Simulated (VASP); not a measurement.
# NaF (Fm-3m) in VASP: a series of runs, part 2 of 2

VASP 6.6.1. The steps go on from the part before.

## 4. Single point, PBE+D4 (volume scaled by 0.96)

Input file INCAR:

```
PREC     = Accurate       # precision mode
ENCUT    = 520            # plane-wave cutoff, eV
EDIFF    = 1E-6           # SCF threshold, eV
ISMEAR   = 0              # smearing method
SIGMA    = 0.05           # smearing width, eV
LREAL    = False          # projectors in reciprocal space
LASPH    = True           # aspherical terms in the spheres
NELM     = 80             # most SCF steps
ALGO     = Normal         # electronic algorithm
ISIF     = 2              # what is computed and relaxed
LWAVE    = False          # write WAVECAR
LCHARG   = False          # write CHGCAR
GGA      = PE             # functional
IVDW     = 13             # dispersion correction
NBANDS   = 14             # bands
```

Input file KPOINTS:

```
regular mesh
0
Gamma
  8 8 8
```

Input file POSCAR:

```
NaF
1.0
    0.0000000000      2.3075707017      2.3075707017
    2.3075707017      0.0000000000      2.3075707017
    2.3075707017      2.3075707017      0.0000000000
Na F
1 1
Direct
    0.0000000000      0.0000000000      0.0000000000
    0.5000000000      0.5000000000      0.5000000000
```

Potentials or basis: VASP PAW PBE potentials, release 64 (Na_pv, F).

Launch:

```sh
$ cat potpaw_PBE.64/Na_pv/POTCAR potpaw_PBE.64/F/POTCAR > POTCAR
$ mpirun -np 1 vasp_std > vasp.out
```

OUTCAR:

```text
PREC = Accurate
   ENCUT = 520
   EDIFF = 1E-6
   ISMEAR = 0
   LREAL = False
   LASPH = True
   NELM = 80
   ISIF = 2
   GGA = PE
   IVDW = 13

 ion  position               nearest neighbor table
   1  0.000  0.000  0.000-   2 2.31   2 2.31   2 2.31   2 2.31   2 2.31   2 2.31
   2  0.500  0.500  0.500-   1 2.31   1 2.31   1 2.31   1 2.31   1 2.31   1 2.31

  LATTYP: Found a face centered cubic cell.
 ALAT       =     4.6151414034

  Lattice vectors:

 A1 = (   0.0000000000,   2.3075707017,   2.3075707017)
 A2 = (   2.3075707017,   0.0000000000,   2.3075707017)
 A3 = (   2.3075707017,   2.3075707017,   0.0000000000)

Analysis of symmetry for initial positions (statically):
=====================================================================
 Subroutine PRICEL returns:
 Original cell was already a primitive cell.

 Routine SETGRP: Setting up the symmetry group for a
 face centered cubic supercell.

 Subroutine GETGRP returns: Found 48 space group operations
 (whereof 48 operations were pure point group operations)
 out of a pool of 48 trial point group operations.

The static configuration has the point symmetry O_h .

Analysis of symmetry for dynamics (positions and initial velocities):
=====================================================================
 Subroutine PRICEL returns:
 Original cell was already a primitive cell.

 Routine SETGRP: Setting up the symmetry group for a
 face centered cubic supercell.

 Subroutine GETGRP returns: Found 48 space group operations
 (whereof 48 operations were pure point group operations)
 out of a pool of 48 trial point group operations.

The dynamic configuration has the point symmetry O_h .

 Subroutine INISYM returns: Found 48 space group operations
 (whereof 48 operations are pure point group operations),
 and found     1 'primitive' translations

----------------------------------------------------------------------------------------

                                     Primitive cell

  volume of cell :      24.5751

  direct lattice vectors                    reciprocal lattice vectors
     0.000000000  2.307570702  2.307570702    -0.216678085  0.216678085  0.216678085
     2.307570702  0.000000000  2.307570702     0.216678085 -0.216678085  0.216678085
     2.307570702  2.307570702  0.000000000     0.216678085  0.216678085 -0.216678085

  length of vectors
     3.263397782  3.263397782  3.263397782     0.375297452  0.375297452  0.375297452

  position of ions in fractional coordinates (direct lattice)
     0.000000000  0.000000000  0.000000000
     0.500000000  0.500000000  0.500000000

  ion indices of the primitive-cell ions
   primitive index   ion index
                 1           1
                 2           2

----------------------------------------------------------------------------------------

 KPOINTS: regular mesh

Automatic generation of k-mesh.
 Grid dimensions read from file:
 generate k-points for:    8    8    8

 Generating k-lattice:

  Cartesian coordinates                     Fractional coordinates (reciprocal lattice)
    -0.027084761  0.027084761  0.027084761     0.125000000  0.000000000  0.000000000
     0.027084761 -0.027084761  0.027084761     0.000000000  0.125000000  0.000000000
     0.027084761  0.027084761 -0.027084761     0.000000000  0.000000000  0.125000000

[... 40 lines left out ...]
   total plane-waves  NPLWV =  13824
   dimension x,y,z NGX =    24 NGY =   24 NGZ =   24
   dimension x,y,z NGXF=    48 NGYF=   48 NGZF=   48
   ions per type =               1   1
   NGX,Y,Z   is equivalent  to a cutoff of  12.23, 12.23, 12.23 a.u.
   NGXF,Y,Z  is equivalent  to a cutoff of  24.45, 24.45, 24.45 a.u.
 SYSTEM =  unknown system
   PREC   = accura    normal or accurate (medium, high low for compatibility)
   ISTART =      0    job   : 0-new  1-cont  2-samecut
   ICHARG =      2    charge: 1-file 2-atom 10-const
   ISPIN  =      1    spin polarized calculation?
   LNONCOLLINEAR =      F non collinear calculations
   LSORBIT =      F    spin-orbit coupling
   LASPH  =      T    aspherical Exc in radial PAW
   ENCUT  =  520.0 eV  38.22 Ry    6.18 a.u.   6.07  6.07  6.07*2*pi/ulx,y,z
   NELM   =     80;   NELMIN=  2; NELMDL= -5     # of ELM steps
   EDIFF  = 0.1E-05   stopping-criterion for ELM
   LREAL  =      F    real-space projection
   EDIFFG = 0.1E-04   stopping-criterion for IOM
   NSW    =      0    number of steps for IOM
   IBRION =     -1    ionic relax: 0-MD 1-quasi-New 2-CG
   NFREE  =      0    steps in history (QN), initial steepest desc. (CG)
   ISIF   =      2    stress and relaxation
   ISYM   =      2    0-nonsym 1-usesym 2-fastsym
   POTIM  = 0.5000    time-step for ionic-motion
   TEBEG  =    0.0;   TEEND  =   0.0 temperature during run
   PSTRESS=    0.0 pullay stress
   NELECT =      14.0000    total number of electrons
   NUPDOWN=      -1.0000    fix difference up-down
   EMIN   =  10.00;   EMAX   =-10.00  energy-range for DOS
   EFERMI =   0.00;   METHOD = LEGACY
   ISMEAR =     0;   SIGMA  =   0.05  broadening in eV -4-tet -1-fermi 0-gaus
   EFERMI_NEDOS =   21; number of points for ismear=-14 and -15
   IALGO  =     38    algorithm
   IMIX   =      4    mixing-type and parameters
     AMIX     =   0.40;   BMIX     =  1.00
     AMIX_MAG =   1.60;   BMIX_MAG =  1.00
  volume/ion in A,a.u.               =      12.29        82.92
  Fermi-wavevector in a.u.,A,eV,Ry     =   1.357123  2.564590 25.058971  1.841782
  Thomas-Fermi vector in A             =   2.484068
   LORBIT       =      0    0 simple, 1 ext, 2 COOP (PROOUT), +10 PAW based schemes
   GGA     = PE    functional components
   LHFCALC =     F    Hartree Fock is set to
   AEXX    =    0.0000 exact exchange contribution
   IVDW    =    13    specifies the selected vdW correction
   LEPSILON=     F    determine dielectric tensor
   LRPA    =     F    only Hartree local field effects (RPA)
 non-spin polarized calculation
 Gauss-broadening in eV      SIGMA  =   0.05
  energy-cutoff  :      520.00
  volume of cell :       24.58
 maximum number of plane-waves:       684
   NGX = 13   NGY = 13   NGZ = 13

 number of electron      13.9999986 magnetization

 Free energy of the ion-electron system (eV)
  ---------------------------------------------------
  ext. energy  EPLUGINS =         0.00000000
  ---------------------------------------------------
  free energy    TOTEN  =        -8.55654064 eV

  energy without entropy =       -8.55654064  energy(sigma->0) =       -8.55654064

 E-fermi :  -1.7752     XC(G=0):  -9.2138

 val. band max:       -2.0305148858   @ k =   0.0000   0.0000   0.0000
 cond. band min:       4.3351545176   @ k =   0.0000   0.0000   0.0000
 fundamental gap:      6.3656694034
 Fermi energy:        -1.7752325526

 k-point     1 :       0.0000    0.0000    0.0000
  band No.  band energies     occupation
      1     -21.2245      2.00000
      2     -20.9409      2.00000
      3     -20.9409      2.00000
      4     -20.9409      2.00000
      5      -2.0305      2.00000
      6      -2.0305      2.00000
      7      -2.0305      2.00000
      8       4.3352      0.00000
      9      17.0335      0.00000
     10      17.0335      0.00000
     11      17.0335      0.00000
     12      19.9204      0.00000
     13      22.1120      0.00000
     14      22.1120      0.00000
[... 377 lines left out ...]
      1     -21.6795      2.00000
      2     -20.9975      2.00000
      3     -20.9731      2.00000
      4     -20.3170      2.00000
      5      -3.3592      2.00000
      6      -2.6172      2.00000
      7      -2.3741      2.00000
      8       9.8380      0.00000
      9      10.7841      0.00000
     10      15.2206      0.00000
     11      17.0842      0.00000
     12      20.2690      0.00000
     13      21.3440      0.00000
     14      26.1561      0.00000

 [... further k-points ...]

------------------------ aborting loop because EDIFF is reached ----------------------------------------

  DFT-D4 for vdW energy calculation

  Edisp (eV):   -0.10485

  FORCE on cell =-STRESS in cart. coord.  units (eV):
  Direction    XX          YY          ZZ          XY          YZ          ZX
  --------------------------------------------------------------------------------------
  -------------------------------------------------------------------------------------
  Total       0.29966     0.29966     0.29966     0.00000    -0.00000     0.00000
  in kB      19.53663    19.53663    19.53663     0.00000    -0.00000     0.00000
  external pressure =       19.54 kB  Pullay stress =        0.00 kB

 VOLUME and BASIS-vectors are now :
 -----------------------------------------------------------------------------
  energy-cutoff  :      520.00
  volume of cell :       24.58
      direct lattice vectors                 reciprocal lattice vectors
     0.000000000  2.307570702  2.307570702    -0.216678085  0.216678085  0.216678085
     2.307570702  0.000000000  2.307570702     0.216678085 -0.216678085  0.216678085
     2.307570702  2.307570702  0.000000000     0.216678085  0.216678085 -0.216678085

 POSITION                                       TOTAL-FORCE (eV/Angst)
 -----------------------------------------------------------------------------------
      0.00000      0.00000      0.00000        -0.000000      0.000000      0.000000
      2.30757      2.30757      2.30757         0.000000     -0.000000     -0.000000
 -----------------------------------------------------------------------------------
    total drift:                                0.000000     -0.000000      0.000000

  FREE ENERGIE OF THE ION-ELECTRON SYSTEM (eV)
  ---------------------------------------------------
  free  energy   TOTEN  =        -8.6613863106 eV

  energy  without entropy=       -8.6613863106  energy(sigma->0) =       -8.66138631
```

Wall time 20 s (1 thread of AMD EPYC 7R13, shared host); peak memory 0.1 GiB.

Results:

```
Free energy                : -8.6614 eV
Pressure                   : 2.0 GPa
Band gap on the k mesh     : 6.37 eV, direct
Dispersion energy per atom : -0.052 eV
```

Levels at points of the mesh, in eV from the valence-band top:
| k point | band 5 | band 6 | band 7 | band 8 | band 9 | band 10 |
| --- | --- | --- | --- | --- | --- | --- |
| (0.00, 0.00, 0.00) | 0.00 | 0.00 | 0.00 | 6.37 | 19.06 | 19.06 |
| (0.50, 0.00, 0.00) | -1.61 | -0.26 | -0.26 | 10.86 | 12.57 | 20.24 |
| (0.50, 0.50, 0.00) | -1.29 | -0.41 | -0.41 | 13.26 | 13.35 | 13.73 |

Caveat: the cell differs from its parent crystal (volume scaled by 0.96).

## 5. Single point, PBE+D3(BJ)

This run uses another cell than the first one, of 12.54 Å³/atom, 0.980 times its volume.

Input file INCAR:

```
PREC = Accurate
ENCUT = 520
EDIFF = 1E-7
ISMEAR = 0
SIGMA = 0.05
LREAL = F
LASPH = T
NELM = 100
ALGO = Normal
ISIF = 2
LWAVE = F
LCHARG = T
GGA = PE
IVDW = 12
LELF = T
LVHAR = T
NBANDS = 14
```

Input file KPOINTS:

```
Automatic mesh
0
Gamma
  8 8 8
```

Input file POSCAR:

```
NaF
1.0
    0.0000000000      2.3233012604      2.3233012604
    2.3233012604      0.0000000000      2.3233012604
    2.3233012604      2.3233012604      0.0000000000
Na F
1 1
Direct
    0.0000000000      0.0000000000      0.0000000000
    0.5000000000      0.5000000000      0.5000000000
```

Launch:

```sh
$ cat potpaw_PBE.64/Na_pv/POTCAR potpaw_PBE.64/F/POTCAR > POTCAR
$ mpirun -np 1 vasp_std > vasp.out
```

It took 24 s on 1 thread of AMD EPYC 7R13, shared host; peak memory 0.12 GiB.

It converged, with:

- Free energy: -8.9084 eV
- Pressure: -0.7 GPa
- Band gap on the k mesh: 6.26 eV, direct
- Dispersion energy per atom: -0.172 eV

Levels at points of the mesh, in eV from the valence-band top:
| k point | band 4 | band 5 | band 6 | band 7 | band 8 | band 9 | band 10 | band 11 |
| --- | --- | --- | --- | --- | --- | --- | --- | --- |
| (0.00, 0.00, 0.00) | -18.97 | 0.00 | 0.00 | 0.00 | 6.26 | 18.92 | 18.92 | 18.92 |
| (0.50, 0.00, 0.00) | -18.20 | -1.57 | -0.25 | -0.25 | 10.73 | 12.40 | 20.02 | 20.02 |
| (0.50, 0.50, 0.00) | -18.91 | -1.26 | -0.40 | -0.40 | 13.09 | 13.28 | 13.52 | 19.66 |

Expect the measured gap to be larger: semilocal functionals such as PBE lack the derivative discontinuity.

## 6. The runs side by side

```tsv
level	cell	gap on the mesh (eV)	pressure (GPa)
PBE+D4	a = 3.308 Å, angles 60.0°, 2 atoms	6.15	-0.1
PBE+D4	a = 3.286 Å, angles 60.0°, 2 atoms	6.25	0.8
PBE+D4	a = 3.263 Å, angles 60.0°, 2 atoms	6.37	2.0
PBE+D3(BJ)	a = 3.286 Å, angles 60.0°, 2 atoms	6.26	-0.7
```

Alike in all rows: task single point; potentials or basis VASP PAW PBE potentials, release 64 (Na_pv, F); no spin polarisation; k mesh 8 × 8 × 8; cutoff (eV) 520; smearing gaussian 0.05 eV.

Total energies depend on the potentials used, so only differences within one code and one set of settings carry meaning.
